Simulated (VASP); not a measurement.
Write the native input for VASP 6.6.1 that does the following.

- Task: single point
- Functional: PBE
- Potentials or basis: VASP PAW PBE potentials, release 64 (Cr_pv)
- Cutoff: 520 eV
- k mesh: 24 × 24 × 12
- Occupations: fermi-dirac, width 0.1 eV
- Spin: no spin polarisation
- Dipole correction: no
- Further INCAR settings: ALGO = Normal; EDIFF = 1e-07; NBANDS = 19

The structure of Cr lies in POSCAR:

```
Cr
1.0
    2.4212919800      0.0000000000      0.0000000000
   -1.2106459900      2.0969003647      0.0000000000
    0.0000000000      0.0000000000      4.3231927401
Cr
2
Direct
    0.3333333333      0.6666666667      0.2500000000
    0.6666666667      0.3333333333      0.7500000000
```

This isn't the form of Cr at room conditions, which is bcc.

One way to write it, as run:

INCAR

```
SYSTEM = Cr
  PREC = Accurate
  ENCUT = 520
  EDIFF = 1E-7
  ISMEAR = -1
  SIGMA = 0.1
  LREAL = .False.
  LASPH = .True.
  NELM = 80
  ALGO = Normal
  ISIF = 2
  LWAVE = .False.
  LCHARG = .False.
  GGA = PE
  NBANDS = 19
```

KPOINTS

```
regular mesh
0
Gamma
  24 24 12
  0 0 0
```

Potentials or basis: VASP PAW PBE potentials, release 64 (Cr_pv).

Launch:

```sh
$ cat potpaw_PBE.64/Cr_pv/POTCAR > POTCAR
$ mpirun -np 1 vasp_std > vasp.out
```

Results of the run:

```
Pressure               : 22.8 GPa
Band gap on the k mesh : zero (bands 12 and 13 overlap by 1.44 eV)
```

Caveat: the cell stands under pressure; the run has no spin polarisation, though such a crystal can be magnetic.

Wall time 3.6 min on 1 thread of Intel Xeon 8259CL, with other jobs on the host, peak memory 0.25 GiB.
